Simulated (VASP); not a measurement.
Wanted: the native input for a VASP 6.6.1 run.

| Item | Value |
| --- | --- |
| Task | single point |
| Functional | RPBE |
| Potentials or basis | VASP PAW PBE potentials, release 64 (Al, N) |
| Cutoff | 600 eV |
| k mesh | 10 × 10 × 10 |
| Occupations | tetrahedron |
| Spin | no spin polarisation |
| Dipole correction | no |
| Further INCAR settings | ALGO = Normal; EDIFF = 1e-06; NBANDS = 11 |

The structure of AlN lies in POSCAR:

```
AlN
1.0
    0.0000000000      2.0194829120      2.0194829120
    2.0194829120      0.0000000000      2.0194829120
    2.0194829120      2.0194829120      0.0000000000
Al N
1 1
Direct
    0.5000000000      0.5000000000      0.5000000000
    0.0000000000      0.0000000000      0.0000000000
```

These files were run (other wordings do the same):

INCAR

```
PREC = Accurate ; ENCUT = 600
EDIFF = 1E-6 ; ISMEAR = -5
SIGMA = 0.02 ; LREAL = False
LASPH = True ; NELM = 120
ALGO = Normal ; ISIF = 2
LWAVE = False ; LCHARG = True
GGA = RP ; LELF = True
LVHAR = True ; NBANDS = 11
GGA_COMPAT = False
```

KPOINTS

```
regular mesh
0
Gamma
  10 10 10
```

Potentials or basis: VASP PAW PBE potentials, release 64 (Al, N).

Command:

```bash
$ cat potpaw_PBE.64/Al/POTCAR potpaw_PBE.64/N/POTCAR > POTCAR
$ mpirun -np 1 vasp_std > vasp.out
```

Results of the run:

| Item | Value |
| --- | --- |
| Pressure | 10.1 GPa |
| Band gap on the k mesh | 4.75 eV, indirect (least direct gap 5.74 eV) |

Caveat: the PAW data sets were made with another functional, which shifts forces and pressure a little.

It took 6.8 s on 1 thread of AMD EPYC 9R45 96-Core Processor (Zen 5), with other jobs on the host, peak memory 0.11 GiB.
